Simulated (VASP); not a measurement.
# SbH in VASP: single point with PBE

Aim: the single point of SbH with PBE.

Program: VASP 6.6.1. These are calculated values, not measurements. Logs are shortened: lines on timing, memory, paths and dates and some standing lists are left out, and cuts for length are marked.

## 1. The cell of the first run

The typed cell holds 4 atoms: a = 3.695 Å, b = 3.695 Å, c = 4.900 Å, α = 90.00°, β = 90.00°, γ = 120.00°.

## 2. Single point, PBE

File POSCAR:

```
SbH
1.0
    3.6948730000      0.0000000000      0.0000000000
   -1.8474360000      3.1998550000      0.0000000000
    0.0000000000      0.0000000000      4.8999700000
Sb H
2 2
Direct
    0.3333000000      0.6667000000      0.2500000000
    0.6666000000      0.3333000000      0.7500000000
    0.0000000000      0.0000000000      0.0000000000
    0.0000000000      0.0000000000      0.5000000000
```

File INCAR.step1:

```
SYSTEM = SbH
PREC = Accurate
ENCUT = 400
EDIFF = 1E-6
ISMEAR = -1
SIGMA = 0.1
LREAL = .FALSE.
LASPH = .TRUE.
NELM = 120
ALGO = Normal
ISIF = 2
LWAVE = .FALSE.
LCHARG = .TRUE.
GGA = PE
NBANDS = 14
GGA_COMPAT = .FALSE.
NEDOS = 2001
LORBIT = 11
```

File KPOINTS.step1:

```
Automatic mesh
0
G
  11 11 7
  0 0 0
```

File INCAR.step2:

```
SYSTEM = SbH
PREC = Accurate
ENCUT = 400
EDIFF = 1E-6
ISMEAR = -5
SIGMA = 0.1
LREAL = .FALSE.
LASPH = .TRUE.
NELM = 120
ALGO = Normal
ISIF = 2
LWAVE = .FALSE.
LCHARG = .FALSE.
GGA = PE
LORBIT = 11
NEDOS = 1001
ICHARG = 11
GGA_COMPAT = .FALSE.
```

File KPOINTS.step2:

```
Automatic mesh
0
G
  17 17 11
  0 0 0
```

Potentials or basis: VASP PAW PBE potentials, release 64 (Sb, H).

Started as:

```bash
$ cat potpaw_PBE.64/Sb/POTCAR potpaw_PBE.64/H/POTCAR > POTCAR
$ cp INCAR.step1 INCAR
$ cp KPOINTS.step1 KPOINTS
$ mpirun -np 1 vasp_std > vasp.out
$ cp INCAR.step2 INCAR
$ cp KPOINTS.step2 KPOINTS
$ mpirun -np 1 vasp_std > vasp.out
```

OUTCAR:

```text
SYSTEM = SbH
   PREC = Accurate
   ENCUT = 400
   EDIFF = 1E-6
   ISMEAR = -5
   LREAL = .FALSE.
   LASPH = .TRUE.
   NELM = 120
   ISIF = 2
   GGA = PE
   LORBIT = 11
   ICHARG = 11

 ion  position               nearest neighbor table
   1  0.333  0.667  0.250-   2 3.25   2 3.25   2 3.25   2 3.25   2 3.25   2 3.25
   2  0.667  0.333  0.750-   1 3.25   1 3.25   1 3.25   1 3.25   1 3.25   1 3.25
   3  0.000  0.000  0.000-
   4  0.000  0.000  0.500-

  LATTYP: Found a hexagonal cell.
 ALAT       =     3.6948730000
 C/A-ratio  =     1.3261538353

  Lattice vectors:

 A1 = (   3.6948730000,   0.0000000000,   0.0000000000)
 A2 = (  -1.8474360000,   3.1998550000,   0.0000000000)
 A3 = (   0.0000000000,   0.0000000000,   4.8999700000)

Analysis of symmetry for initial positions (statically):
=====================================================================
 Subroutine PRICEL returns:
 Original cell was already a primitive cell.

 Routine SETGRP: Setting up the symmetry group for a
 hexagonal supercell.

 Subroutine GETGRP returns: Found  4 space group operations
 (whereof  2 operations were pure point group operations)
 out of a pool of 24 trial point group operations.

The static configuration has the point symmetry C_2 .
 The point group associated with its full space group is C_2v.

Analysis of symmetry for dynamics (positions and initial velocities):
=====================================================================
 Subroutine PRICEL returns:
 Original cell was already a primitive cell.

 Routine SETGRP: Setting up the symmetry group for a
 hexagonal supercell.

 Subroutine GETGRP returns: Found  4 space group operations
 (whereof  2 operations were pure point group operations)
 out of a pool of 24 trial point group operations.

The dynamic configuration has the point symmetry C_2 .
 The point group associated with its full space group is C_2v.

 Subroutine INISYM returns: Found  4 space group operations
 (whereof  2 operations are pure point group operations),
 and found     1 'primitive' translations

----------------------------------------------------------------------------------------

                                     Primitive cell

  volume of cell :      57.9326

  direct lattice vectors                    reciprocal lattice vectors
     3.694873000  0.000000000  0.000000000     0.270645297  0.156257038  0.000000000
    -1.847436000  3.199855000  0.000000000     0.000000000  0.312514161  0.000000000
     0.000000000  0.000000000  4.899970000     0.000000000  0.000000000  0.204082882

  length of vectors
     3.694873000  3.694873718  4.899970000     0.312514222  0.312514161  0.204082882

  position of ions in fractional coordinates (direct lattice)
     0.333300000  0.666700000  0.250000000
     0.666600000  0.333300000  0.750000000
     0.000000000  0.000000000  0.000000000
     0.000000000  0.000000000  0.500000000

  ion indices of the primitive-cell ions
   primitive index   ion index
                 1           1
                 2           2
                 3           3
                 4           4

----------------------------------------------------------------------------------------

 KPOINTS: Automatic mesh

Automatic generation of k-mesh.
 Grid dimensions read from file:
 generate k-points for:   17   17   11

 Generating k-lattice:

  Cartesian coordinates                     Fractional coordinates (reciprocal lattice)
     0.015920312  0.009191590  0.000000000     0.058823529  0.000000000  0.000000000
     0.000000000  0.018383186  0.000000000     0.000000000  0.058823529  0.000000000
     0.000000000  0.000000000  0.018552989     0.000000000  0.000000000  0.090909091

  Length of vectors
     0.018383190  0.018383186  0.018552989

  Shift w.r.t. Gamma in fractional coordinates (k-lattice)
     0.000000000  0.000000000  0.000000000

 TETIRR: Found   7736 inequivalent tetrahedra from    19074

 Subroutine IBZKPT returns following result:
 ===========================================

 Found    486 irreducible k-points:

 Following reciprocal coordinates:
            Coordinates               Weight
  0.000000  0.000000  0.000000      1.000000
  0.058824  0.000000  0.000000      4.000000
  0.000000  0.058824  0.000000      2.000000
  0.117647  0.000000  0.000000      4.000000
  0.000000  0.117647  0.000000      2.000000
  0.176471  0.000000  0.000000      4.000000
[... 16 lines left out ...]
  0.176471  0.058824  0.000000      4.000000
 -0.058824  0.235294  0.000000      4.000000
 [... further k-points ...]
   k-points           NKPTS =    486   k-points in BZ     NKDIM =    486   number of bands    NBANDS=     10
   number of dos      NEDOS =   1001   number of ions     NIONS =      4
   total plane-waves  NPLWV =  18432
   dimension x,y,z NGX =    24 NGY =   24 NGZ =   32
   dimension x,y,z NGXF=    48 NGYF=   48 NGZF=   64
   ions per type =               2   2
   NGX,Y,Z   is equivalent  to a cutoff of  10.80, 10.80, 10.86 a.u.
   NGXF,Y,Z  is equivalent  to a cutoff of  21.60, 21.60, 21.71 a.u.
 SYSTEM =  SbH
   PREC   = accura    normal or accurate (medium, high low for compatibility)
   ISTART =      0    job   : 0-new  1-cont  2-samecut
   ICHARG =     11    charge: 1-file 2-atom 10-const
   ISPIN  =      1    spin polarized calculation?
   LNONCOLLINEAR =      F non collinear calculations
   LSORBIT =      F    spin-orbit coupling
   LASPH  =      T    aspherical Exc in radial PAW
   ENCUT  =  400.0 eV  29.40 Ry    5.42 a.u.   6.03  6.03  7.99*2*pi/ulx,y,z
   NELM   =    120;   NELMIN=  2; NELMDL=  0     # of ELM steps
   EDIFF  = 0.1E-05   stopping-criterion for ELM
   LREAL  =      F    real-space projection
   EDIFFG = 0.1E-04   stopping-criterion for IOM
   NSW    =      0    number of steps for IOM
   IBRION =     -1    ionic relax: 0-MD 1-quasi-New 2-CG
   NFREE  =      0    steps in history (QN), initial steepest desc. (CG)
   ISIF   =      2    stress and relaxation
   ISYM   =      2    0-nonsym 1-usesym 2-fastsym
   POTIM  = 0.5000    time-step for ionic-motion
   TEBEG  =    0.0;   TEEND  =   0.0 temperature during run
   PSTRESS=    0.0 pullay stress
   NELECT =      12.0000    total number of electrons
   NUPDOWN=      -1.0000    fix difference up-down
   EMIN   =  10.00;   EMAX   =-10.00  energy-range for DOS
   EFERMI =   0.00;   METHOD = LEGACY
   ISMEAR =    -5;   SIGMA  =   0.10  broadening in eV -4-tet -1-fermi 0-gaus
   EFERMI_NEDOS =   21; number of points for ismear=-14 and -15
   IALGO  =     38    algorithm
   IMIX   =      4    mixing-type and parameters
     AMIX     =   0.40;   BMIX     =  1.00
     AMIX_MAG =   1.60;   BMIX_MAG =  1.00
  volume/ion in A,a.u.               =      14.48        97.74
  Fermi-wavevector in a.u.,A,eV,Ry     =   0.968637  1.830458 12.765757  0.938257
  Thomas-Fermi vector in A             =   2.098622
   LORBIT       =     11    0 simple, 1 ext, 2 COOP (PROOUT), +10 PAW based schemes
   GGA     = PE    functional components
   LHFCALC =     F    Hartree Fock is set to
   AEXX    =    0.0000 exact exchange contribution
   IVDW    =     0    specifies the selected vdW correction
   LEPSILON=     F    determine dielectric tensor
   LRPA    =     F    only Hartree local field effects (RPA)
 non-spin polarized calculation
 Fermi weights with tetrahedron method with Bloechl corrections
  energy-cutoff  :      400.00
  volume of cell :       57.93
 maximum number of plane-waves:      1067

 number of electron      11.9999995 magnetization

 Free energy of the ion-electron system (eV)
  ---------------------------------------------------
  ext. energy  EPLUGINS =         0.00000000
  ---------------------------------------------------
  free energy    TOTEN  =       -12.07509715 eV

  energy without entropy =      -12.07509715  energy(sigma->0) =      -12.07509715

 E-fermi :   8.3455     XC(G=0): -10.4750

 val. band max:        8.4742087180   @ k =   0.0000   0.2353   0.4545
 cond. band min:       8.1958881144   @ k =   0.0000   0.4118   0.4545
 fundamental gap:     -0.2783206036
 Fermi energy:         8.3455291982

 k-point     1 :       0.0000    0.0000    0.0000
  band No.  band energies     occupation
      1      -5.1619      2.00000
      2       0.7141      2.00000
      3       1.5198      2.00000
      4       8.2095      2.00000
      5       9.2150      0.00000
      6       9.2158      0.00000
      7      11.0328      0.00000
      8      11.0340      0.00000
      9      11.7349      0.00000
     10      12.9979      0.00000

 k-point     2 :       0.0588    0.0000    0.0000
  band No.  band energies     occupation
      1      -5.1111      2.00000
      2       0.7382      2.00000
      3       1.5739      2.00000
      4       7.8258      2.00000
      5       8.8229     -0.18998
      6       9.0010      0.00000
      7      11.2246      0.00000
      8      11.4297      0.00000
      9      11.5751      0.00000
     10      13.3690      0.00000

 k-point     3 :       0.0000    0.0588    0.0000
  band No.  band energies     occupation
      1      -5.1111      2.00000
      2       0.7382      2.00000
      3       1.5739      2.00000
      4       7.8258      2.00000
      5       8.8226     -0.18764
      6       9.0015      0.00000
      7      11.2239      0.00000
      8      11.4302      0.00000
      9      11.5752      0.00000
     10      13.3691      0.00000
[... 248 lines left out ...]
 k-point    23 :       0.1765    0.0588    0.0000
  band No.  band energies     occupation
      1      -4.5044      2.00000
      2       0.9286      2.00000
      3       2.2195      2.00000
      4       5.0441      2.00000
      5       6.8345      2.00000
      6       8.6730      0.24307
      7      10.0161      0.00000
      8      11.5065      0.00000
      9      11.7707      0.00000
     10      12.0430      0.00000

 k-point    24 :      -0.0588    0.2353    0.0000
  band No.  band energies     occupation
      1      -4.5044      2.00000
      2       0.9285      2.00000
      3       2.2195      2.00000
      4       5.0444      2.00000
      5       6.8344      2.00000
      6       8.6730      0.23620
      7      10.0163      0.00000
      8      11.5062      0.00000
      9      11.7707      0.00000
     10      12.0428      0.00000

 [... further k-points ...]
[... 5 lines left out ...]
  --------------------------------------------------------------------------------------
  -------------------------------------------------------------------------------------
  Total        0.6561213      0.6537121      1.4127773      0.0000001      0.0000000      0.0000000
  in kB       18.1456062     18.0789777     39.0715885      0.0000028      0.0000000      0.0000000
  external PRESSURE =      25.0987241 kB  Pullay stress =       0.0000000 kB

 VOLUME and BASIS-vectors are now :
 -----------------------------------------------------------------------------
  energy-cutoff  :      400.00
  volume of cell :       57.93
      direct lattice vectors                 reciprocal lattice vectors
     3.694873000  0.000000000  0.000000000     0.270645297  0.156257038  0.000000000
    -1.847436000  3.199855000  0.000000000     0.000000000  0.312514161  0.000000000
     0.000000000  0.000000000  4.899970000     0.000000000  0.000000000  0.204082882

 POSITION                                       TOTAL-FORCE (eV/Angst)
 -----------------------------------------------------------------------------------
     -0.00018      2.13334      1.22499        -0.000351     -0.000236     -0.000000
      1.84725      1.06651      3.67498        -0.000351      0.000236      0.000000
      0.00000      0.00000      0.00000         0.000351      0.000000     -0.000000
      0.00000      0.00000      2.44998         0.000351      0.000000     -0.000000
 -----------------------------------------------------------------------------------
    total drift:                                0.000010     -0.000000      0.000000

  FREE ENERGIE OF THE ION-ELECTRON SYSTEM (eV)
  ---------------------------------------------------
  free  energy   TOTEN  =       -12.0750971531 eV

  energy  without entropy=      -12.0750971531  energy(sigma->0) =      -12.07509715

 total charge

# of ion       s       p       d       tot
------------------------------------------
    1        1.276   0.986   0.054   2.316
    2        1.276   0.986   0.054   2.316
    3        0.440   0.012   0.000   0.453
    4        0.440   0.012   0.000   0.453
--------------------------------------------------
tot          3.433   1.997   0.108   5.538
```

Wall time 73 s (1 thread of Intel Xeon Platinum 8375C at 2.90GHz (Ice Lake), shared host); peak memory 0.31 GiB.

Results:

- Valence electrons inside the program's atomic spheres: Sb 2.32; H 0.45

Caveat: spin-orbit coupling is left out, which moves the levels of the heavy elements; tetrahedron occupations give inexact forces and stress in metals.
